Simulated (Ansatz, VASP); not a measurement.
# One calculation of CaO, two programs

```
CELL_PARAMETERS angstrom
4.83092 0.00000 0.00000
0.00000 -4.83092 0.00000
0.00000 0.00000 -4.83092
ATOMIC_POSITIONS crystal
Ca 0.01852 0.99894 0.02207
Ca 0.49831 0.52363 0.94346
Ca 0.54608 0.00349 0.48949
Ca 0.99279 0.48772 0.51934
O 0.50003 0.96748 0.99682
O 0.96436 0.49252 0.99226
O 0.98530 0.99522 0.57115
O 0.49463 0.53101 0.46541
```

Change from the starting cell: all atoms moved at random, sigma 0.15 Å a component.

Alike in both runs: task single point; functional PBE; k mesh 6 × 6 × 6; occupations gaussian, width 0.05 eV; no spin polarisation.

```csv
,VASP,Ansatz
version,VASP 6.6.1,Ansatz 0.2.0
potentials or method,"VASP PAW PBE potentials, release 64 (Ca_sv, O), cutoff 520 eV","scalar-relativistic, plane waves, PAW"
valence electrons in the cell,64,64
```

VASP gave:

```
gap on the k mesh at the Fermi level (eV)                     : 3.77
least direct gap on the mesh (eV)                             : 3.77
pressure (GPa)                                                : 3.6
traceless stress, the component that is largest in VASP (GPa) : 0.96
rms of the force components (eV/Å)                            : 0.784
```

**Question.** Estimate Ansatz's values.

**Answer.** gap on the k mesh at the Fermi level (eV): 3.79; least direct gap on the mesh (eV): 3.79; pressure (GPa): 3.0; traceless stress, the component that is largest in VASP (GPa): 0.96; rms of the force components (eV/Å): 0.764.

Atom by atom the forces differ by 0.029 eV/Å (rms over components). The functional is the same, so the differences come from potentials, cutoffs and numerics.
